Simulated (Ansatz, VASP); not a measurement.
## AlN in VASP and in Ansatz

Contents of INCAR:

```
  ALGO = Normal
  EDIFF = 1E-6
  ENCUT = 520
  ISIF = 2
  ISMEAR = 0
  LASPH = T
  LCHARG = T
  LELF = T
  LREAL = F
  LVHAR = T
  LWAVE = F
  NBANDS = 16
  NELM = 100
  PREC = Accurate
  SIGMA = 0.05
```

Contents of KPOINTS:

```
k-points
0
Gamma
  9 9 6
```

The input POSCAR:

```
AlN
1.0
    3.2486697589      0.0000000000      0.0000000000
   -1.6243348794      2.8134305397      0.0000000000
    0.0000000000      0.0000000000      4.0666517166
Al N
2 2
Direct
    0.3333333333      0.6666666667      0.7554689695
    0.6666666667      0.3333333333      0.2554689695
    0.3333333333      0.6666666667      0.2394651809
    0.6666666667      0.3333333333      0.7394651809
```

Input for Ansatz:

```yaml
crystal:
  lattice:
    - [3.2486697589, 0.0, 0.0]
    - [-1.6243348794, 2.8134305397, 0.0]
    - [0.0, 0.0, 4.0666517166]
  atoms:
    - { symbol: Al, position: [0.3333333333, 0.6666666667, 0.7554689695] }
    - { symbol: Al, position: [0.6666666667, 0.3333333333, 0.2554689695] }
    - { symbol: "N", position: [0.3333333333, 0.6666666667, 0.2394651809] }
    - { symbol: "N", position: [0.6666666667, 0.3333333333, 0.7394651809] }
basis:
  ecutwfc: 520.0
kpoints:
  mp_grid: { grid: [9, 9, 6] }
hamiltonian:
  xc: lda
  pseudopotentials: { kind: paw, azcp: { folder: soft_1 } }
scf:
  occupations: { method: gaussian, width: 0.05 }
output:
  forces: true
  stress: true
  eigenvalues: true
  write_density: true
  write_potential: true
  elf: true
  volumetric_format: npy
```

Change from the starting cell: mode 4 frozen in at -0.043 Å, equal normal strain along x, y and z -0.0083.

Alike in both runs: task single point; functional LDA; k mesh 9 × 9 × 6; occupations gaussian, width 0.05 eV; no spin polarisation.

```csv
,VASP,Ansatz
version,VASP 6.6.1,Ansatz 0.2.0
potentials or method,"VASP PAW LDA potentials, release 64 (Al, N), cutoff 520 eV","scalar-relativistic, plane waves, PAW"
valence electrons in the cell,16,16
```

Ansatz gave:

| Property | Result |
| --- | --- |
| gap on the k mesh at the Fermi level (eV) | 3.82 |
| least direct gap on the mesh (eV) | 3.82 |
| pressure (GPa) | 6.4 |
| traceless stress, the component that is largest in VASP (GPa) | 1.00 |
| rms of the force components (eV/Å) | 0.140 |

What did VASP give for the same quantities?

gap on the k mesh at the Fermi level (eV): 3.83; least direct gap on the mesh (eV): 3.83; pressure (GPa): 7.1; traceless stress, the component that is largest in VASP (GPa): 0.87; rms of the force components (eV/Å): 0.146.

Ansatz warns that its potentials were made for another functional, while VASP's fit it. LDA's correlation is that of Perdew and Zunger in VASP and of Perdew and Wang (1992) in Ansatz. Atom by atom the forces differ by 0.007 eV/Å (rms over components).
